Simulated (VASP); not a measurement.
# RbIr (Pm-3m) in VASP: a series of runs, part 2 of 2

VASP 6.6.1. The steps go on from the part before.

## 3. Single point, PBE

This run uses another cell than the first one, of 27.42 Å³/atom.

The input, INCAR:

```
PREC = Accurate
ENCUT = 500
EDIFF = 1E-6
ISMEAR = 0
SIGMA = 0.1
LREAL = False
LASPH = True
NELM = 120
ALGO = Normal
ISIF = 2
LWAVE = False
LCHARG = True
GGA = PE
LELF = True
LVHAR = True
NBANDS = 16
GGA_COMPAT = False
```

The input, KPOINTS:

```
regular mesh
0
Gamma
  14 14 14
```

The input, POSCAR:

```
RbIr
1.0
    3.7993301711      0.0000000000      0.0000000000
    0.0000000000      3.7993301711      0.0000000000
    0.0000000000      0.0000000000      3.7993301711
Rb Ir
1 1
Direct
    0.0000000000      0.0000000000      0.0000000000
    0.5000000000      0.5000000000      0.5000000000
```

Potentials or basis: VASP PAW PBE potentials, release 64 (Rb_sv, Ir).

Run with:

```
$ cat potpaw_PBE.64/Rb_sv/POTCAR potpaw_PBE.64/Ir/POTCAR > POTCAR
$ mpirun -np 1 vasp_std > vasp.out
```

OUTCAR:

```text
PREC = Accurate
   ENCUT = 500
   EDIFF = 1E-6
   ISMEAR = 0
   LREAL = False
   LASPH = True
   NELM = 120
   ISIF = 2
   GGA = PE

 ion  position               nearest neighbor table
   1  0.000  0.000  0.000-   2 3.29   2 3.29   2 3.29   2 3.29   2 3.29   2 3.29   2 3.29   2 3.29

   2  0.500  0.500  0.500-   1 3.29   1 3.29   1 3.29   1 3.29   1 3.29   1 3.29   1 3.29   1 3.29

  LATTYP: Found a simple cubic cell.
 ALAT       =     3.7993301711

  Lattice vectors:

[... 644 lines left out ...]
------------------------ aborting loop because EDIFF is reached ----------------------------------------

  FORCE on cell =-STRESS in cart. coord.  units (eV):
  Direction    XX          YY          ZZ          XY          YZ          ZX
  --------------------------------------------------------------------------------------
  -------------------------------------------------------------------------------------
  Total        0.0408793      0.0408793      0.0408793     -0.0000000      0.0000000     -0.0000000
  in kB        1.1942424      1.1942424      1.1942424     -0.0000000      0.0000000     -0.0000000
  external PRESSURE =       1.1942424 kB  Pullay stress =       0.0000000 kB

 VOLUME and BASIS-vectors are now :
 -----------------------------------------------------------------------------
  energy-cutoff  :      500.00
  volume of cell :       54.84
      direct lattice vectors                 reciprocal lattice vectors
     3.799330171  0.000000000  0.000000000     0.263204290  0.000000000  0.000000000
     0.000000000  3.799330171  0.000000000     0.000000000  0.263204290  0.000000000
     0.000000000  0.000000000  3.799330171     0.000000000  0.000000000  0.263204290

 POSITION                                       TOTAL-FORCE (eV/Angst)
 -----------------------------------------------------------------------------------
      0.00000      0.00000      0.00000         0.000000      0.000000      0.000000
      1.89967      1.89967      1.89967         0.000000      0.000000      0.000000
 -----------------------------------------------------------------------------------
    total drift:                                0.000000      0.000000      0.000000

  FREE ENERGIE OF THE ION-ELECTRON SYSTEM (eV)
  ---------------------------------------------------
  free  energy   TOTEN  =        -5.8806401944 eV

  energy  without entropy=       -5.8493185400  energy(sigma->0) =       -5.86497937
```

Run time: 34 s. Hardware: 1 thread of Intel Xeon Platinum 8488C (Sapphire Rapids), shared host; peak memory 0.23 GiB.

Results:

```yaml
Free_energy: -5.8806 eV
Pressure: 0.1 GPa
Band_gap_on_the_k_mesh: zero (bands 9 and 10 overlap by 0.76 eV)
```

Levels at points of the mesh, in eV from the Fermi level:
| k point | band 7 | band 8 | band 9 | band 10 | band 11 | band 12 |
| --- | --- | --- | --- | --- | --- | --- |
| (0.00, 0.00, 0.00) | -1.47 | -0.07 | -0.07 | -0.07 | 6.38 | 6.38 |
| (0.50, 0.00, 0.00) | -0.16 | -0.16 | 0.04 | 0.88 | 1.03 | 5.46 |
| (0.50, 0.50, 0.00) | -0.57 | -0.57 | 0.42 | 0.96 | 4.11 | 4.11 |
| (0.50, 0.50, 0.50) | -0.34 | 0.45 | 0.45 | 2.27 | 2.27 | 2.27 |

Caveat: spin-orbit coupling is left out, which moves the levels of the heavy elements.

## 4. Relaxation of cell and atoms, PBE

The input, INCAR:

```
SYSTEM = RbIr
ALGO     = Normal         ! electronic algorithm
EDIFF    = 1E-7           ! SCF threshold, eV
EDIFFG   = -0.01          ! ionic threshold
ENCUT    = 500            ! plane-wave cutoff, eV
GGA      = PE             ! functional
GGA_COMPAT= .FALSE.      
IBRION   = 2              ! ionic algorithm
ISIF     = 3              ! what is computed and relaxed
ISMEAR   = 0              ! smearing method
LASPH    = .TRUE.         ! aspherical terms in the spheres
LCHARG   = .FALSE.        ! write CHGCAR
LREAL    = .FALSE.        ! projectors in reciprocal space
LWAVE    = .FALSE.        ! write WAVECAR
NELM     = 120            ! most SCF steps
NELMIN   = 4            
NSW      = 100            ! ionic steps
PREC     = Accurate       ! precision mode
SIGMA    = 0.1            ! smearing width, eV
```

The input, KPOINTS:

```
k-points
0
G
  14 14 14
  0 0 0
```

The input, POSCAR:

```
RbIr
1.0
    3.8239699690      0.0000000000      0.0000000000
    0.0000000000      3.8239699690      0.0000000000
    0.0000000000      0.0000000000      3.8239699690
Rb Ir
1 1
Direct
    0.0000000000      0.0000000000      0.0000000000
    0.5000000000      0.5000000000      0.5000000000
```

Run with:

```
$ cat potpaw_PBE.64/Rb_sv/POTCAR potpaw_PBE.64/Ir/POTCAR > POTCAR
$ mpirun -np 1 vasp_std > vasp.out
```

Wall time 76 s (1 thread of Intel Xeon Platinum 8488C (Sapphire Rapids), shared host); peak memory 0.24 GiB.

Results (log left out):

| Quantity | Value |
| --- | --- |
| Free energy | -5.8810 eV |
| Relaxed volume | 27.56 Å³/atom |
| Relaxed cell | a = 3.806 Å, b = 3.806 Å, c = 3.806 Å, α = 90.00°, β = 90.00°, γ = 90.00° |
| Space group after relaxing (to 0.1 Å) | Pm-3m (No. 221) |
| Energy gained by relaxing | 0.4 meV/atom |
| Ionic steps | 3 |
| Pressure after relaxing | 0.0 GPa |
| Band gap on the k mesh | zero (bands 9 and 10 overlap by 0.75 eV) |

Step by step:
| step | energy change (eV) | largest force (eV/Å) | pressure (GPa) | volume (Å³) |
| --- | --- | --- | --- | --- |
| 1 | 0.0000 | 0.0000 | -0.33 | 55.92 |
| 2 | -0.0007 | 0.0000 | -0.14 | 55.46 |
| 3 | -0.0008 | 0.0000 | 0.00 | 55.13 |

Final structure:
```yaml
crystal:
  lattice:
    - [3.80595, 0.00000, 0.00000]
    - [0.00000, 3.80595, 0.00000]
    - [0.00000, 0.00000, 3.80595]
  atoms:
    - { symbol: Rb, position: [0.00000, 0.00000, 0.00000] }
    - { symbol: Ir, position: [0.50000, 0.50000, 0.50000] }
```

Levels at points of the mesh, in eV from the Fermi level:
| k point | band 7 | band 8 | band 9 | band 10 | band 11 | band 12 |
| --- | --- | --- | --- | --- | --- | --- |
| (0.00, 0.00, 0.00) | -1.46 | -0.07 | -0.07 | -0.07 | 6.37 | 6.37 |
| (0.50, 0.00, 0.00) | -0.16 | -0.16 | 0.04 | 0.87 | 1.03 | 5.47 |
| (0.50, 0.50, 0.00) | -0.56 | -0.56 | 0.42 | 0.95 | 4.10 | 4.10 |
| (0.50, 0.50, 0.50) | -0.34 | 0.45 | 0.45 | 2.28 | 2.28 | 2.28 |

Caveat: spin-orbit coupling is left out, which moves the levels of the heavy elements.

## 5. Summary

| task | cell | k mesh | gap on the mesh (eV) | pressure (GPa) |
| --- | --- | --- | --- | --- |
| single point | a = 3.824 Å, 2 atoms | 6 × 6 × 6 | none | -0.3 |
| single point | a = 3.799 Å, 2 atoms | 14 × 14 × 14 | none | 0.1 |
| relaxation of cell and atoms | relaxed from a = 3.824 Å, 2 atoms | 14 × 14 × 14 | none | 0.0 |

Alike in all rows: level PBE; potentials or basis VASP PAW PBE potentials, release 64 (Rb_sv, Ir); no spin polarisation; cutoff (eV) 500; smearing gaussian 0.1 eV.

Caveats: spin-orbit coupling is left out, which moves the levels of the heavy elements.

Absolute energies hang on the potentials; compare differences alone.
